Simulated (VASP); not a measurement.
Set up this calculation in VASP 6.6.1, as the native input.

| Property | Result |
| --- | --- |
| Task | single point |
| Functional | r2SCAN |
| Potentials or basis | VASP PAW PBE potentials, release 64 (Ca_sv, O) |
| Cutoff | 520 eV |
| k mesh | 8 × 8 × 8 |
| Occupations | gaussian, width 0.01 eV |
| Spin | no spin polarisation |
| Dipole correction | no |
| Further INCAR settings | ALGO = Normal; EDIFF = 1e-07; NBANDS = 15 |

Crystal: CaO.

```
Ca O
1.0
     0.00000    2.59448    2.60673
     2.59448    0.00000    2.60673
     2.59448    2.59448    0.00000
Ca O
1 1
Direct
  0.00000 0.00000 0.00000
  0.25000 0.25000 0.25000
```

This cell differs from its parent crystal: biaxial xy strain -0.5%.

One way to write it, as run:

POSCAR

```
CaO
1.0
    0.0000000000      2.5944801024      2.6067317416
    2.5944801024      0.0000000000      2.6067317416
    2.5944801024      2.5944801024      0.0000000000
Ca O
1 1
Direct
    0.0000000000      0.0000000000      0.0000000000
    0.2500000000      0.2500000000      0.2500000000
```

INCAR.step1

```
ALGO = Normal
EDIFF = 1E-4
ENCUT = 520
GGA = PE
ISMEAR = 0
LASPH = T
LCHARG = F
LREAL = F
LWAVE = T
NBANDS = 15
NELM = 80
PREC = Accurate
SIGMA = 0.01
```

INCAR.step2

```
ALGO = Normal
EDIFF = 1E-7
ENCUT = 520
ISIF = 2
ISMEAR = 0
ISTART = 1
LASPH = T
LCHARG = F
LMIXTAU = T
LREAL = F
LWAVE = F
METAGGA = R2SCAN
NBANDS = 15
NELM = 80
PREC = Accurate
SIGMA = 0.01
```

KPOINTS

```
k-points
0
Gamma
  8 8 8
```

Potentials or basis: VASP PAW PBE potentials, release 64 (Ca_sv, O).

The run is started by

```bash
$ cat potpaw_PBE.64/Ca_sv/POTCAR potpaw_PBE.64/O/POTCAR > POTCAR
$ cp INCAR.step1 INCAR
$ mpirun -np 1 vasp_std > vasp.out
$ cp INCAR.step2 INCAR
$ mpirun -np 1 vasp_std > vasp.out
```

Results of the run:

| Item | Value |
| --- | --- |
| Pressure | 1.7 GPa |
| Band gap on the k mesh | 3.76 eV, indirect (least direct gap 4.41 eV) |

Caveat: the cell differs from its parent crystal (biaxial xy strain -0.5%); the PAW data sets were made with another functional, which shifts forces and pressure a little.

It took 2.1 min on 1 thread of Intel(R) Xeon(R) 6975P-C (Granite Rapids) (shared host), peak memory 0.18 GiB.
